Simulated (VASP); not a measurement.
# Br (Fm-3m) in VASP: notebook

Br is run at these levels: PBE; tasks: single point.

All numbers are computed with VASP 6.6.1; they aren't measurements. Logs are shortened: lines on timing, memory, paths and dates and some standing lists are left out, and cuts for length are marked.

### Step 1. The cell of the first run

It takes space group Fm-3m (No. 225, cubic). Conventional cell: a = 4.706 Å, b = 4.706 Å, c = 4.706 Å, α = 90.00°, β = 90.00°, γ = 90.00°. Within 4.4 Å of Br (site symmetry m-3m) lie 12 Br at 3.33 Å.

### Step 2. Single point, PBE

The input, INCAR:

```
SYSTEM = Br
PREC     = Accurate       ! precision mode
ENCUT    = 520            ! plane-wave cutoff, eV
EDIFF    = 1E-6           ! SCF threshold, eV
ISMEAR   = -1             ! smearing method
SIGMA    = 0.02           ! smearing width, eV
LREAL    = .False.        ! projectors in reciprocal space
LASPH    = .True.         ! aspherical terms in the spheres
NELM     = 80             ! most SCF steps
ALGO     = Normal         ! electronic algorithm
ISIF     = 2              ! what is computed and relaxed
LWAVE    = .False.        ! write WAVECAR
LCHARG   = .True.         ! write CHGCAR
GGA      = PE             ! functional
LELF     = .True.         ! ELF
LVHAR    = .True.       
NBANDS   = 10             ! bands
```

The input, KPOINTS:

```
regular mesh
0
Gamma
  15 15 15
  0 0 0
```

The input, POSCAR:

```
Br
1.0
    0.0000000000      2.3529585802      2.3529585802
    2.3529585802      0.0000000000      2.3529585802
    2.3529585802      2.3529585802      0.0000000000
Br
1
Direct
    0.0000000000      0.0000000000      0.0000000000
```

Potentials or basis: VASP PAW PBE potentials, release 64 (Br).

Run with:

```sh
$ cat potpaw_PBE.64/Br/POTCAR > POTCAR
$ mpirun -np 1 vasp_std > vasp.out
```

OUTCAR:

```text
SYSTEM = Br
   PREC = Accurate
   ENCUT = 520
   EDIFF = 1E-6
   ISMEAR = -1
   LREAL = .False.
   LASPH = .True.
   NELM = 80
   ISIF = 2
   GGA = PE

 ion  position               nearest neighbor table
   1  0.000  0.000  0.000-

  LATTYP: Found a face centered cubic cell.
 ALAT       =     4.7059171604

  Lattice vectors:

 A1 = (   0.0000000000,   2.3529585802,   2.3529585802)
 A2 = (   2.3529585802,   0.0000000000,   2.3529585802)
 A3 = (   2.3529585802,   2.3529585802,   0.0000000000)

Analysis of symmetry for initial positions (statically):
=====================================================================
 Subroutine PRICEL returns:
 Original cell was already a primitive cell.

 Routine SETGRP: Setting up the symmetry group for a
 face centered cubic supercell.

 Subroutine GETGRP returns: Found 48 space group operations
 (whereof 48 operations were pure point group operations)
 out of a pool of 48 trial point group operations.

The static configuration has the point symmetry O_h .

Analysis of symmetry for dynamics (positions and initial velocities):
=====================================================================
 Subroutine PRICEL returns:
 Original cell was already a primitive cell.

 Routine SETGRP: Setting up the symmetry group for a
 face centered cubic supercell.

 Subroutine GETGRP returns: Found 48 space group operations
 (whereof 48 operations were pure point group operations)
 out of a pool of 48 trial point group operations.

The dynamic configuration has the point symmetry O_h .

 Subroutine INISYM returns: Found 48 space group operations
 (whereof 48 operations are pure point group operations),
 and found     1 'primitive' translations

----------------------------------------------------------------------------------------

                                     Primitive cell

  volume of cell :      26.0539

  direct lattice vectors                    reciprocal lattice vectors
     0.000000000  2.352958580  2.352958580    -0.212498428  0.212498428  0.212498428
     2.352958580  0.000000000  2.352958580     0.212498428 -0.212498428  0.212498428
     2.352958580  2.352958580  0.000000000     0.212498428  0.212498428 -0.212498428

  length of vectors
     3.327585936  3.327585936  3.327585936     0.368058074  0.368058074  0.368058074

  position of ions in fractional coordinates (direct lattice)
     0.000000000  0.000000000  0.000000000

  ion indices of the primitive-cell ions
   primitive index   ion index
                 1           1

----------------------------------------------------------------------------------------

 KPOINTS: regular mesh

Automatic generation of k-mesh.
 Grid dimensions read from file:
 generate k-points for:   15   15   15

 Generating k-lattice:

  Cartesian coordinates                     Fractional coordinates (reciprocal lattice)
    -0.014166562  0.014166562  0.014166562     0.066666667  0.000000000  0.000000000
     0.014166562 -0.014166562  0.014166562     0.000000000  0.066666667  0.000000000
     0.014166562  0.014166562 -0.014166562     0.000000000  0.000000000  0.066666667

  Length of vectors
     0.024537205  0.024537205  0.024537205

  Shift w.r.t. Gamma in fractional coordinates (k-lattice)
     0.000000000  0.000000000  0.000000000

 Subroutine IBZKPT returns following result:
 ===========================================

 Found    120 irreducible k-points:

 Following reciprocal coordinates:
            Coordinates               Weight
  0.000000  0.000000  0.000000      1.000000
  0.066667  0.000000  0.000000      8.000000
  0.133333  0.000000  0.000000      8.000000
  0.200000  0.000000  0.000000      8.000000
  0.266667  0.000000  0.000000      8.000000
  0.333333  0.000000  0.000000      8.000000
[... 16 lines left out ...]
  0.133333  0.133333  0.000000      6.000000
  0.200000  0.133333  0.000000     24.000000
 [... further k-points ...]
   k-points           NKPTS =    120   k-points in BZ     NKDIM =    120   number of bands    NBANDS=     10
   number of dos      NEDOS =    301   number of ions     NIONS =      1
   total plane-waves  NPLWV =  21952
   dimension x,y,z NGX =    28 NGY =   28 NGZ =   28
   dimension x,y,z NGXF=    56 NGYF=   56 NGZF=   56
   ions per type =               1
   NGX,Y,Z   is equivalent  to a cutoff of  13.99, 13.99, 13.99 a.u.
   NGXF,Y,Z  is equivalent  to a cutoff of  27.98, 27.98, 27.98 a.u.
 SYSTEM =  Br
   PREC   = accura    normal or accurate (medium, high low for compatibility)
   ISTART =      0    job   : 0-new  1-cont  2-samecut
   ICHARG =      2    charge: 1-file 2-atom 10-const
   ISPIN  =      1    spin polarized calculation?
   LNONCOLLINEAR =      F non collinear calculations
   LSORBIT =      F    spin-orbit coupling
   LASPH  =      T    aspherical Exc in radial PAW
   ENCUT  =  520.0 eV  38.22 Ry    6.18 a.u.   6.19  6.19  6.19*2*pi/ulx,y,z
   NELM   =     80;   NELMIN=  2; NELMDL= -5     # of ELM steps
   EDIFF  = 0.1E-05   stopping-criterion for ELM
   LREAL  =      F    real-space projection
   EDIFFG = 0.1E-04   stopping-criterion for IOM
   NSW    =      0    number of steps for IOM
   IBRION =     -1    ionic relax: 0-MD 1-quasi-New 2-CG
   NFREE  =      0    steps in history (QN), initial steepest desc. (CG)
   ISIF   =      2    stress and relaxation
   ISYM   =      2    0-nonsym 1-usesym 2-fastsym
   POTIM  = 0.5000    time-step for ionic-motion
   TEBEG  =    0.0;   TEEND  =   0.0 temperature during run
   PSTRESS=    0.0 pullay stress
   NELECT =       7.0000    total number of electrons
   NUPDOWN=      -1.0000    fix difference up-down
   EMIN   =  10.00;   EMAX   =-10.00  energy-range for DOS
   EFERMI =   0.00;   METHOD = LEGACY
   ISMEAR =    -1;   SIGMA  =   0.02  broadening in eV -4-tet -1-fermi 0-gaus
   EFERMI_NEDOS =   21; number of points for ismear=-14 and -15
   IALGO  =     38    algorithm
   IMIX   =      4    mixing-type and parameters
     AMIX     =   0.40;   BMIX     =  1.00
     AMIX_MAG =   1.60;   BMIX_MAG =  1.00
  volume/ion in A,a.u.               =      26.05       175.82
  Fermi-wavevector in a.u.,A,eV,Ry     =   1.056371  1.996252 15.183016  1.115920
  Thomas-Fermi vector in A             =   2.191604
   LORBIT       =      0    0 simple, 1 ext, 2 COOP (PROOUT), +10 PAW based schemes
   GGA     = PE    functional components
   LHFCALC =     F    Hartree Fock is set to
   AEXX    =    0.0000 exact exchange contribution
   IVDW    =     0    specifies the selected vdW correction
   LEPSILON=     F    determine dielectric tensor
   LRPA    =     F    only Hartree local field effects (RPA)
 non-spin polarized calculation
  energy-cutoff  :      520.00
  volume of cell :       26.05
 maximum number of plane-waves:       725
 NGX is ok and might be reduce to    28
   NGX = 13   NGY = 13   NGZ = 13

 number of electron       6.9999999 magnetization

 Free energy of the ion-electron system (eV)
  ---------------------------------------------------
  ext. energy  EPLUGINS =         0.00000000
  ---------------------------------------------------
  free energy    TOTEN  =        -0.97793846 eV

  energy without entropy =       -0.97524094  energy(sigma->0) =       -0.97658970

 E-fermi :   1.6503     XC(G=0):  -9.3686

 val. band max:        1.6484370954   @ k =  -0.3333   0.2000   0.0667
 cond. band min:       1.6507777236   @ k =  -0.1333   0.1333   0.0000
 fundamental gap:      0.0023406282
 Fermi energy:         1.6503064680

 k-point     1 :       0.0000    0.0000    0.0000
  band No.  band energies     occupation
      1     -13.6833      2.00000
      2       2.5422      0.00000
      3       2.5422      0.00000
      4       2.5422      0.00000
      5       9.7169      0.00000
      6      14.2074      0.00000
      7      14.2074      0.00000
      8      14.2074      0.00000
      9      18.3453      0.00000
     10      18.4329      0.00000

 k-point     2 :       0.0667    0.0000    0.0000
  band No.  band energies     occupation
      1     -13.6344      2.00000
      2       2.1957      0.00000
      3       2.5097      0.00000
      4       2.5097      0.00000
      5      10.0186      0.00000
      6      13.9266      0.00000
      7      14.3155      0.00000
      8      14.3155      0.00000
      9      18.1036      0.00000
     10      18.1036      0.00000

 k-point     3 :       0.1333    0.0000    0.0000
  band No.  band energies     occupation
      1     -13.4918      2.00000
      2       1.3353      2.00000
      3       2.4205      0.00000
      4       2.4205      0.00000
      5      10.6373      0.00000
      6      13.5538      0.00000
      7      14.5640      0.00000
      8      14.5640      0.00000
      9      17.5405      0.00000
     10      17.5405      0.00000

 k-point     4 :       0.2000    0.0000    0.0000
  band No.  band energies     occupation
      1     -13.2689      2.00000
      2       0.2587      2.00000
      3       2.2954      0.00000
      4       2.2954      0.00000
      5      10.9234      0.00000
      6      13.8199      0.00000
      7      14.6821      0.00000
      8      14.6821      0.00000
      9      17.3752      0.00000
     10      17.3752      0.00000

 k-point     5 :       0.2667    0.0000    0.0000
  band No.  band energies     occupation
      1     -12.9907      2.00000
      2      -0.8249      2.00000
      3       2.1600      0.00000
      4       2.1600      0.00000
      5      10.7214      0.00000
      6      14.4477      0.00000
      7      14.4477      0.00000
      8      14.7712      0.00000
      9      17.9403      0.00000
     10      17.9403      0.00000

 k-point     6 :       0.3333    0.0000    0.0000
  band No.  band energies     occupation
      1     -12.6968      2.00000
      2      -1.7784      2.00000
      3       2.0378      0.00000
      4       2.0378      0.00000
      5      10.4113      0.00000
      6      14.0701      0.00000
      7      14.0701      0.00000
      8      15.7635      0.00000
      9      18.6641      0.00000
     10      19.0343      0.00000
[... 183 lines left out ...]
 k-point    21 :      -0.1333    0.0667    0.0000
  band No.  band energies     occupation
      1     -13.3846      2.00000
      2       0.9057      2.00000
      3       2.1030      0.00000
      4       2.4600      0.00000
      5      11.0483      0.00000
      6      13.2420      0.00000
      7      14.6832      0.00000
      8      14.7958      0.00000
      9      16.6469      0.00000
     10      17.9937      0.00000

 k-point    22 :      -0.0667    0.0667    0.0000
  band No.  band energies     occupation
      1     -13.5542      2.00000
      2       1.7630      0.00711
      3       2.3152      0.00000
      4       2.5194      0.00000
      5      10.4473      0.00000
      6      13.5316      0.00000
      7      14.4240      0.00000
      8      14.6115      0.00000
      9      17.3156      0.00000
     10      18.1020      0.00000

 k-point    23 :       0.1333    0.1333    0.0000
  band No.  band energies     occupation
      1     -13.4279      2.00000
      2       1.4177      1.99998
      3       2.1382      0.00000
      4       2.1382      0.00000
      5      11.0514      0.00000
      6      12.6646      0.00000
      7      15.1017      0.00000
      8      15.1017      0.00000
      9      15.8480      0.00000
     10      18.8261      0.00000

 k-point    24 :       0.2000    0.1333    0.0000
  band No.  band energies     occupation
      1     -13.2626      2.00000
      2       0.7166      2.00000
      3       1.9564      0.00000
      4       2.0089      0.00000
      5      11.4896      0.00000
      6      12.2935      0.00000
      7      14.7920      0.00000
      8      15.4891      0.00000
      9      16.0585      0.00000
     10      18.8983      0.00000

 [... further k-points ...]
[... 5 lines left out ...]
  --------------------------------------------------------------------------------------
  -------------------------------------------------------------------------------------
  Total        0.0502842      0.0502842      0.0502842      0.0000000      0.0000000      0.0000000
  in kB        3.0922139      3.0922139      3.0922139      0.0000000      0.0000000      0.0000000
  external PRESSURE =       3.0922139 kB  Pullay stress =       0.0000000 kB

 VOLUME and BASIS-vectors are now :
 -----------------------------------------------------------------------------
  energy-cutoff  :      520.00
  volume of cell :       26.05
      direct lattice vectors                 reciprocal lattice vectors
     0.000000000  2.352958580  2.352958580    -0.212498428  0.212498428  0.212498428
     2.352958580  0.000000000  2.352958580     0.212498428 -0.212498428  0.212498428
     2.352958580  2.352958580  0.000000000     0.212498428  0.212498428 -0.212498428

 POSITION                                       TOTAL-FORCE (eV/Angst)
 -----------------------------------------------------------------------------------
      0.00000      0.00000      0.00000         0.000000     -0.000000      0.000000
 -----------------------------------------------------------------------------------
    total drift:                                0.000000      0.000000      0.000000

  FREE ENERGIE OF THE ION-ELECTRON SYSTEM (eV)
  ---------------------------------------------------
  free  energy   TOTEN  =        -0.9779384595 eV

  energy  without entropy=       -0.9752409367  energy(sigma->0) =       -0.97658970
```

Wall time 28 s (1 thread of Intel Xeon Platinum 8259CL at 2.50GHz (Skylake/Cascade Lake), shared host); peak memory 0.17 GiB.

Results:

| Property | Result |
| --- | --- |
| Free energy | -0.9779 eV |
| Pressure | 0.3 GPa |
| Band gap on the k mesh | zero (an odd number of electrons rules out a gap without spin polarisation) |

Caveat: an odd number of electrons without spin polarisation forces a metal; a magnetic or distorted state may lie lower.

### Step 3. Single point, PBE

This run uses another cell than the first one, of 26.32 Å³/atom.

The input, INCAR:

```
SYSTEM = Br
PREC     = Accurate       ! precision mode
ENCUT    = 520            ! plane-wave cutoff, eV
EDIFF    = 1E-6           ! SCF threshold, eV
ISMEAR   = -1             ! smearing method
SIGMA    = 0.02           ! smearing width, eV
LREAL    = .FALSE.        ! projectors in reciprocal space
LASPH    = .TRUE.         ! aspherical terms in the spheres
NELM     = 100            ! most SCF steps
ALGO     = Normal         ! electronic algorithm
ISIF     = 2              ! what is computed and relaxed
LWAVE    = .FALSE.        ! write WAVECAR
LCHARG   = .TRUE.         ! write CHGCAR
GGA      = PE             ! functional
LELF     = .TRUE.         ! ELF
LVHAR    = .TRUE.       
NBANDS   = 10             ! bands
```

The input, KPOINTS:

```
Automatic mesh
0
G
  15 15 15
  0 0 0
```

The input, POSCAR:

```
Br
1.0
    0.0000000000      2.3608544736      2.3608544736
    2.3608544736      0.0000000000      2.3608544736
    2.3608544736      2.3608544736      0.0000000000
Br
1
Direct
    0.0000000000      0.0000000000      0.0000000000
```

Potentials or basis: VASP PAW PBE potentials, release 64 (Br).

Run with:

```sh
$ cat potpaw_PBE.64/Br/POTCAR > POTCAR
$ mpirun -np 1 vasp_std > vasp.out
```

OUTCAR:

```text
SYSTEM = Br
   PREC = Accurate
   ENCUT = 520
   EDIFF = 1E-6
   ISMEAR = -1
   LREAL = .FALSE.
   LASPH = .TRUE.
   NELM = 100
   ISIF = 2
   GGA = PE

 ion  position               nearest neighbor table
   1  0.000  0.000  0.000-

  LATTYP: Found a face centered cubic cell.
 ALAT       =     4.7217089472

  Lattice vectors:

 A1 = (   0.0000000000,   2.3608544736,   2.3608544736)
 A2 = (   2.3608544736,   0.0000000000,   2.3608544736)
 A3 = (   2.3608544736,   2.3608544736,   0.0000000000)

Analysis of symmetry for initial positions (statically):
=====================================================================
 Subroutine PRICEL returns:
 Original cell was already a primitive cell.

 Routine SETGRP: Setting up the symmetry group for a
 face centered cubic supercell.

 Subroutine GETGRP returns: Found 48 space group operations
 (whereof 48 operations were pure point group operations)
 out of a pool of 48 trial point group operations.

The static configuration has the point symmetry O_h .

Analysis of symmetry for dynamics (positions and initial velocities):
=====================================================================
 Subroutine PRICEL returns:
[... 158 lines left out ...]
 cond. band min:       1.5460402320   @ k =  -0.1333   0.1333   0.0000
 fundamental gap:      0.0042809424
 Fermi energy:         1.5437792239

 k-point     1 :       0.0000    0.0000    0.0000
  band No.  band energies     occupation
      1     -13.7275      2.00000
      2       2.4186      0.00000
      3       2.4186      0.00000
      4       2.4186      0.00000
      5       9.5533      0.00000
      6      14.0982      0.00000
      7      14.0982      0.00000
      8      14.0982      0.00000
      9      18.2258      0.00000
     10      18.2870      0.00000
[... 287 lines left out ...]
 k-point    24 :       0.2000    0.1333    0.0000
  band No.  band energies     occupation
      1     -13.3155      2.00000
      2       0.6195      2.00000
      3       1.8448      0.00000
      4       1.8960      0.00000
      5      11.3269      0.00000
      6      12.1956      0.00000
      7      14.6729      0.00000
      8      15.3619      0.00000
      9      15.9219      0.00000
     10      18.7498      0.00000

 [... further k-points ...]
[... 5 lines left out ...]
  --------------------------------------------------------------------------------------
  -------------------------------------------------------------------------------------
  Total        0.0025676      0.0025676      0.0025676      0.0000000      0.0000000     -0.0000000
  in kB        0.1563121      0.1563121      0.1563121      0.0000000      0.0000000     -0.0000000
  external PRESSURE =       0.1563121 kB  Pullay stress =       0.0000000 kB

 VOLUME and BASIS-vectors are now :
 -----------------------------------------------------------------------------
  energy-cutoff  :      520.00
  volume of cell :       26.32
      direct lattice vectors                 reciprocal lattice vectors
     0.000000000  2.360854474  2.360854474    -0.211787726  0.211787726  0.211787726
     2.360854474  0.000000000  2.360854474     0.211787726 -0.211787726  0.211787726
     2.360854474  2.360854474  0.000000000     0.211787726  0.211787726 -0.211787726

 POSITION                                       TOTAL-FORCE (eV/Angst)
 -----------------------------------------------------------------------------------
      0.00000      0.00000      0.00000         0.000000      0.000000      0.000000
 -----------------------------------------------------------------------------------
    total drift:                                0.000000      0.000000      0.000000

  FREE ENERGIE OF THE ION-ELECTRON SYSTEM (eV)
  ---------------------------------------------------
  free  energy   TOTEN  =        -0.9782004638 eV

  energy  without entropy=       -0.9754672224  energy(sigma->0) =       -0.97683384
```

stdout:

```text
POSCAR found type information on POSCAR Br
 POSCAR found :  1 types and       1 ions
 scaLAPACK will be used
 LDA part: xc-table for (Slater+PW92), standard interpolation
 POSCAR, INCAR and KPOINTS ok, starting setup
 FFT: planning ... GRIDC
 FFT: planning ... GRID_SOFT
 FFT: planning ... GRID
 WAVECAR not read
 entering main loop
```

It took 27 s on 1 thread of Intel Xeon Platinum 8259CL at 2.50GHz (Skylake/Cascade Lake), shared host; peak memory 0.17 GiB.

What came out:

```yaml
Free_energy: -0.9782 eV
Pressure: 0.0 GPa
Band_gap_on_the_k_mesh: zero (an odd number of electrons rules out a gap without spin polarisation)
```

Caveat: an odd number of electrons without spin polarisation forces a metal; a magnetic or distorted state may lie lower.

(Continued in part 2 of 2.)
